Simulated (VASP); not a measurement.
A run of VASP 6.6.1 is set up as follows.

File POSCAR:

```
AlGaN2
1.0
    3.0878961777      0.0000000000      0.0000000000
    0.0000000000      3.0878961777      0.0000000000
    0.0000000000      0.0000000000      4.5685667265
Al Ga N
1 1 2
Direct
    0.5000000000      0.5000000000      0.5000000000
    0.0000000000      0.0000000000      0.0000000000
    0.5000000000      0.0000000000      0.7390831718
    0.0000000000      0.5000000000      0.2609168282
```

File INCAR.step1:

```
  PREC = Accurate
  ENCUT = 520
  ISMEAR = 0
  SIGMA = 0.05
  LREAL = False
  LASPH = True
  NELM = 80
  NBANDS = 21
  GGA = PE
  ALGO = Normal
  EDIFF = 1E-4
  LWAVE = True
  LCHARG = False
```

The input INCAR.step2:

```
  PREC = Accurate
  ENCUT = 520
  EDIFF = 1E-6
  ISMEAR = 0
  SIGMA = 0.05
  LREAL = False
  LASPH = True
  NELM = 80
  ALGO = Normal
  ISIF = 2
  LWAVE = False
  LCHARG = False
  METAGGA = R2SCAN
  LMIXTAU = True
  NBANDS = 21
  ISTART = 1
```

Contents of KPOINTS:

```
Automatic mesh
0
Gamma
  8 8 6
```

Potentials or basis: VASP PAW PBE potentials, release 64 (Al, Ga_d, N).

The run is started by

```sh
$ cat potpaw_PBE.64/Al/POTCAR potpaw_PBE.64/Ga_d/POTCAR potpaw_PBE.64/N/POTCAR > POTCAR
$ cp INCAR.step1 INCAR
$ mpirun -np 1 vasp_std > vasp.out
$ cp INCAR.step2 INCAR
$ mpirun -np 1 vasp_std > vasp.out
```

What does it give for the pressure?

0.3 GPa.

What does it give for the largest force?

0.013 eV/Å.

Estimate the band gap on the k mesh.

3.29 eV.

Forces in eV/Å, atoms in the order of the input:
```
Al   0.000  0.000  0.000
Ga   0.000  0.000  0.000
N    0.000  0.000 -0.013
N    0.000  0.000  0.013
```

Caveat: the PAW data sets were made with another functional, which shifts forces and pressure a little. A k mesh can miss the band edges.
